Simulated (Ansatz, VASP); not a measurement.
## Two plane-wave programs on NaH

POSCAR

```
NaH
1.0
    3.9532815521      0.0000000000      0.0000000000
   -1.9766407760      3.4236422524      0.0000000000
    0.0000000000      0.0000000000      4.8282923143
Na H
2 2
Direct
    0.3333333333      0.6666666667     -0.0624996801
    0.6666666667      0.3333333333      0.4375003199
    0.3333333333      0.6666666667      0.4374996801
    0.6666666667      0.3333333333      0.9374996801
```

Contents of INCAR.step1:

```
SYSTEM = NaH
PREC = Accurate
ENCUT = 520
EDIFF = 1E-5
ISMEAR = 0
SIGMA = 0.01
LREAL = .False.
LASPH = .True.
NELM = 100
ALGO = Normal
ISIF = 2
LWAVE = .True.
LCHARG = .False.
GGA = PE
NBANDS = 16
```

The input INCAR.step2:

```
SYSTEM = NaH
PREC = Accurate
ENCUT = 520
EDIFF = 1E-6
ISMEAR = 0
SIGMA = 0.01
LREAL = .False.
LASPH = .True.
NELM = 100
ALGO = Normal
ISIF = 2
LWAVE = .False.
LCHARG = .False.
GGA = PE
LHFCALC = .True.
HFSCREEN = 0.2079
PRECFOCK = Normal
ISTART = 1
NBANDS = 16
```

Contents of KPOINTS:

```
Automatic mesh
0
Gamma
  6 6 4
  0 0 0
```

Input for Ansatz:

```yaml
crystal:
  lattice:
    - [3.9532815521, 0.0, 0.0]
    - [-1.976640776, 3.4236422524, 0.0]
    - [0.0, 0.0, 4.8282923143]
  atoms:
    - { symbol: Na, position: [0.3333333333, 0.6666666667, -0.0624996801] }
    - { symbol: Na, position: [0.6666666667, 0.3333333333, 0.4375003199] }
    - { symbol: H, position: [0.3333333333, 0.6666666667, 0.4374996801] }
    - { symbol: H, position: [0.6666666667, 0.3333333333, 0.9374996801] }
kpoints:
  mp_grid: { grid: [6, 6, 4] }
  band_path:
    path:
      - [0.0, 0.0, 0.0]
      - [0.5, 0.0, 0.0]
      - [0.3333333333, 0.3333333333, 0.0]
      - [0.0, 0.0, 0.5]
      - [0.5, 0.0, 0.5]
      - [0.3333333333, 0.3333333333, 0.5]
      - [0.3, 0.3, 0.0]
      - [-0.09375, 0.1875, 0.0]
    npoints: 1
hamiltonian:
  xc: hse06
scf:
  occupations: { method: fixed }
  n_extra_bands: 5
output:
  forces: true
  stress: true
  eigenvalues: true
```

Alike in both runs: task single point; functional HSE06; k mesh 6 × 6 × 4; no spin polarisation.

|  | VASP | Ansatz |
| --- | --- | --- |
| version | VASP 6.6.1 | Ansatz 0.2.0 |
| potentials or method | VASP PAW PBE potentials, release 64 (Na_pv, H) | plane waves, PAW |
| plane-wave cutoff (eV) | 520 | 420 |
| occupations | gaussian, width 0.01 eV | fixed |
| valence electrons in the cell | 16 | 20 |

|  | VASP | Ansatz | Ansatz less VASP |
| --- | --- | --- | --- |
| gap on the k mesh at the Fermi level (eV) | 4.26 | 4.26 | +0.003 |
| pressure (GPa) | 0.1 | 0.1 | -0.01 |

VASP's potentials hold 16 valence electrons a cell and Ansatz's 20, so a difference there can come from the potentials and not from the codes. Ansatz's warnings: stress exchange threshold loose, stress scf threshold loose, structure snapped to symmetry.
